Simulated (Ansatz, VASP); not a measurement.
This is a calculation of GaN for Ansatz 0.2.0.

input.yaml

```yaml
crystal:
  lattice:
    - [0.0, 2.2535006075, 2.2535006075]
    - [2.2535006075, 0.0, 2.2535006075]
    - [2.2535006075, 2.2535006075, 0.0]
  atoms:
    - { symbol: Ga, position: [0.0, 0.0, 0.0] }
    - { symbol: "N", position: [0.25, 0.25, 0.25] }
hamiltonian:
  xc: blyp
  pseudopotentials: { kind: paw }
kpoints:
  mp_grid: { grid: [10, 10, 10] }
scf:
  occupations: { method: fermi_dirac, width: 0.05 }
output:
  forces: true
  stress: true
relax:
  f_tol: 0.01
  max_steps: 40
  cell: { stress_tol: 0.05 }
```

Potentials or basis: Ansatz PAW.

Command:

```console
$ ansatz run input.yaml --threads 2 --pin off --max-ram 5632MiB --backend cpu --events-out ev --progress --plain --runs-dir out
```

Q: Set up the same calculation for VASP 6.6.1. Potentials there: VASP PAW PBE potentials, release 64 (Ga_d, N).

A: As run (the cutoff follows the program's own potentials):

File INCAR:

```
SYSTEM = GaN
AGGAC = 1.0
AGGAX = 1.0
ALDAC = 0.0
ALDAX = 1.0
ALGO = Normal
EDIFF = 1E-7
EDIFFG = -0.01
ENCUT = 600
GGA = B5
IBRION = 2
ISIF = 3
ISMEAR = -1
LASPH = .TRUE.
LCHARG = .FALSE.
LREAL = .FALSE.
LWAVE = .FALSE.
NELM = 100
NSW = 60
PREC = Accurate
SIGMA = 0.05
```

File KPOINTS:

```
k-points
0
G
  10 10 10
  0 0 0
```

POSCAR

```
GaN
1.0
    0.0000000000      2.2535006075      2.2535006075
    2.2535006075      0.0000000000      2.2535006075
    2.2535006075      2.2535006075      0.0000000000
Ga N
1 1
Direct
    0.0000000000      0.0000000000      0.0000000000
    0.2500000000      0.2500000000      0.2500000000
```

Potentials or basis: VASP PAW PBE potentials, release 64 (Ga_d, N).

Run with:

```sh
$ cat potpaw_PBE.64/Ga_d/POTCAR potpaw_PBE.64/N/POTCAR > POTCAR
$ mpirun -np 1 vasp_std > vasp.out
```

Both were run:

|  | VASP | Ansatz | Ansatz less VASP |
| --- | --- | --- | --- |
| relaxed volume (Å³/atom) | 12.21 | 12.14 | -0.071 |
| relaxed cell length with the largest relative difference (Å) | 3.257 | 3.251 | -0.0063 |

VASP's potentials were made for PBE, not for BLYP.

Noted on Ansatz's run: the plane-wave basis is chosen anew once the cell has moved, so the energies of steps on either side of that aren't comparable.
